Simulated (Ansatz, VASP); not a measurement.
Au: VASP beside Ansatz

INCAR

```
PREC     = Accurate       # precision mode
ENCUT    = 520            # plane-wave cutoff, eV
EDIFF    = 1E-6           # SCF threshold, eV
ISMEAR   = -1             # smearing method
SIGMA    = 0.1            # smearing width, eV
LREAL    = F              # projectors in reciprocal space
LASPH    = T              # aspherical terms in the spheres
NELM     = 80             # most SCF steps
ALGO     = Normal         # electronic algorithm
ISIF     = 2              # what is computed and relaxed
LWAVE    = F              # write WAVECAR
LCHARG   = T              # write CHGCAR
GGA      = RE             # functional
LELF     = T              # ELF
LVHAR    = T            
NBANDS   = 18             # bands
```

File KPOINTS:

```
regular mesh
0
Gamma
  14 14 14
```

File POSCAR:

```
Au
1.0
    0.0000000000      3.1571272759      3.1571272759
    3.1571272759      0.0000000000      3.1571272759
    3.1571272759      3.1571272759      0.0000000000
Au
2
Direct
    0.1250000000      0.1250000000      0.1250000000
    0.8750000000      0.8750000000      0.8750000000
```

Input for Ansatz:

```yaml
crystal:
  lattice:
    - [0.0, 3.1571272759, 3.1571272759]
    - [3.1571272759, 0.0, 3.1571272759]
    - [3.1571272759, 3.1571272759, 0.0]
  atoms:
    - { symbol: Au, position: [0.125, 0.125, 0.125] }
    - { symbol: Au, position: [0.875, 0.875, 0.875] }
hamiltonian:
  xc: revpbe
  pseudopotentials:
    kind: paw
    azcp:
      Au: "pseudopotentials/Au.paw.azcp"
basis:
  ecutwfc: 420
  fft_grid_basis: typed
kpoints:
  mp_grid: { grid: [14, 14, 14], shift: [0, 0, 0] }
magnetization:
  spin_polarized: false
scf:
  occupations: { method: fermi_dirac, width: 0.1 }
output:
  stress: true
  write_density: true
  write_potential: true
  elf: true
  volumetric_format: npy
```

Alike in both runs: task single point; functional revPBE; k mesh 14 × 14 × 14; occupations fermi-dirac, width 0.1 eV; no spin polarisation.

|  | VASP | Ansatz |
| --- | --- | --- |
| version | VASP 6.6.1 | Ansatz 0.2.0 |
| potentials or method | VASP PAW PBE potentials, release 64 (Au), cutoff 520 eV | plane waves (420 eV) with PAW, scalar-relativistic |
| valence electrons in the cell | 22 | 38 |

```tsv
	VASP	Ansatz	Ansatz less VASP
pressure (GPa)	-1.5	-1.5	+0.06
```

VASP's potentials were made for PBE, not for revPBE. With one functional, cell and mesh, what is left measures potentials, basis and numerics. VASP's potentials hold 22 valence electrons a cell and Ansatz's 38, so a difference there can come from the potentials and not from the codes.

Neither program's run includes spin-orbit coupling.
